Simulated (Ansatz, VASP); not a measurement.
Two plane-wave programs on CdBr3

```
Cd Br
1.0
     4.79518    0.00000    0.00000
     0.00000    4.79518    0.00000
     0.00000    0.00000    4.79518
Cd Br
1 3
Direct
  0.00000 0.00000 0.00000
  0.00000 0.50000 0.50000
  0.50000 0.00000 0.50000
  0.50000 0.50000 0.00000
```

Alike in both runs: task relaxation of cell and atoms; functional PBE; k mesh 10 × 10 × 10; occupations gaussian, width 0.1 eV; no spin polarisation.

|  | VASP | Ansatz |
| --- | --- | --- |
| version | VASP 6.6.1 | Ansatz 0.2.0 |
| potentials or method | VASP PAW PBE potentials, release 64 (Cd, Br), cutoff 600 eV | scalar-relativistic, plane waves, PAW |
| valence electrons in the cell | 33 | 41 |

```tsv
	VASP	Ansatz	Ansatz less VASP
gap on the k mesh at the Fermi level, each at its own relaxed structure (eV)	none	none	-
relaxed volume (Å³/atom)	27.08	27.04	-0.045
relaxed length of the cell vector where the two differ most in proportion (Å)	4.767	4.764	-0.0027
```

A gap of «none» marks a metal or a gap that the smearing closes. VASP's potentials hold 33 valence electrons a cell and Ansatz's 41, so a difference there can come from the potentials and not from the codes.
